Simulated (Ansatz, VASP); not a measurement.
## Pd2PtS3 in VASP and in Ansatz

```
CELL_PARAMETERS angstrom
6.05660 0.00000 0.00000
-3.02830 5.24517 0.00000
0.00000 0.00000 3.56013
ATOMIC_POSITIONS crystal
Pd 0.33333 0.66667 0.50000
Pd 0.66667 0.33333 0.50000
Pt 0.00000 0.00000 0.50000
S 0.00000 0.50000 0.00000
S 0.50000 0.00000 0.00000
S 0.50000 0.50000 0.00000
```

Change from the starting cell: species swapped into the TmB2Rh3 type (P6/mmm, No. 191).

Alike in both runs: task relaxation of cell and atoms; functional PBE; k mesh 6 × 6 × 10; occupations gaussian, width 0.1 eV; no spin polarisation.

```csv
,VASP,Ansatz
version,VASP 6.6.1,Ansatz 0.2.0
potentials or method,"VASP PAW PBE potentials, release 64 (Pd, Pt, S), cutoff 600 eV","scalar-relativistic, plane waves, PAW"
valence electrons in the cell,48,72
```

|  | VASP | Ansatz | Ansatz less VASP |
| --- | --- | --- | --- |
| gap on the k mesh at the Fermi level, each at its own relaxed structure (eV) | none | none | - |
| relaxed volume (Å³/atom) | 18.74 | 18.77 | +0.025 |
| relaxed cell length with the largest relative difference (Å) | 6.310 | 6.314 | +0.0042 |

A gap of «none» marks a metal or a gap that the smearing closes. VASP's potentials hold 48 valence electrons a cell and Ansatz's 72, so a difference there can come from the potentials and not from the codes.

Neither program's run includes spin-orbit coupling.
